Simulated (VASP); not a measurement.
HfC:

```
Hf C
1.0
     0.00000    2.32500    2.32500
     2.32500    0.00000    2.32500
     2.32500    2.32500    0.00000
Hf C
1 1
Direct
  0.50000 0.50000 0.50000
  0.00000 0.00000 0.00000
```

Base run:

| Property | Result |
| --- | --- |
| Program | VASP 6.6.1 |
| Functional | LDA |
| Potentials or basis | VASP PAW LDA potentials, release 64 (Hf_pv, C) |
| Cutoff | 600 eV |
| k mesh | 11 × 11 × 11 |
| Occupations | methfessel-paxton, width 0.15 eV |
| Spin | no spin polarisation |

Its results: band gap on the k mesh zero (bands 7 and 8 overlap by 1.43 eV); pressure -11.6 GPa.

Question: The run is repeated on the same cell with these changes: functional from LDA to BLYP; potentials or basis from VASP PAW LDA potentials, release 64 (Hf_pv, C) to VASP PAW PBE potentials, release 64 (Hf_pv, C). What comes out?

Answer: Band gap on the k mesh zero (bands 7 and 8 overlap by 1.38 eV); pressure 7.6 GPa.

Caveats: spin-orbit coupling is left out, which moves the levels of the heavy elements; the cell stands under tension (at least some runs); the cell stands under pressure (at least some runs); the PAW data sets were made with another functional, which shifts forces and pressure a little (at least some runs).
